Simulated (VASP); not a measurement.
Runs of VASP 6.6.1 on ScZn3. The structure is that of space group Fm-3m (No. 225), or close to it. The cells are those of the table. 

```csv
cell,gap on the mesh (eV),pressure (GPa)
"a = 4.383 Å, angles 60.0°, 4 atoms",none,-1.3
"a = 4.503 Å, angles 60.0°, 4 atoms",none,-7.6
"a = 4.464 Å, angles 60.0°, 4 atoms",none,(a)
"a = 4.580 Å, angles 60.0°, 4 atoms",none,-10.4
"a = 4.341 Å, angles 60.0°, 4 atoms",none,1.9
"a = 4.542 Å, angles 60.0°, 4 atoms",none,-9.1
"a = 4.424 Å, angles 60.0°, 4 atoms",none,(b)
```

Alike in all rows: task single point; level LDA; potentials or basis VASP PAW LDA potentials, release 64 (Sc_sv, Zn); no spin polarisation; k mesh 6 × 6 × 6; cutoff (eV) 520; smearing gaussian 0.15 eV.

Q: Estimate the missing entries.

A: (a) -5.7; (b) -3.7.

A gap of «none» marks levels without a gap at the run's occupations.
